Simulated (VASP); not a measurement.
GaN:

```
Ga N
1.0
     0.01849    2.10592    2.10592
     2.10592    0.01849    2.10592
     2.10592    2.10592    0.01849
Ga N
1 1
Cartesian
  0.0000 0.0000 0.0000
  2.1152 2.1152 2.1152
```

This cell differs from its parent crystal: epitaxial 111 strain -1.0%.

Base run:

| Item | Value |
| --- | --- |
| Program | VASP 6.6.1 |
| Functional | r2SCAN |
| Potentials or basis | VASP PAW PBE potentials, release 64 (Ga_d, N) |
| Cutoff | 520 eV |
| k mesh | 10 × 10 × 10 |
| Occupations | gaussian, width 0.01 eV |
| Spin | no spin polarisation |

Its results: band gap on the k mesh 1.25 eV (least direct gap 3.57 eV); pressure 5.7 GPa.

Problem. The run is repeated on the same cell with these changes: functional from r2SCAN to PBE; occupations from gaussian, width 0.01 eV to fermi-dirac, width 0.02 eV. What comes out?

Solution. Band gap on the k mesh 0.73 eV (least direct gap 2.99 eV); pressure 13.5 GPa.

Caveats: the cell stands under pressure; the PAW data sets were made with another functional, which shifts forces and pressure a little (at least some runs).

A k mesh can miss the band edges.
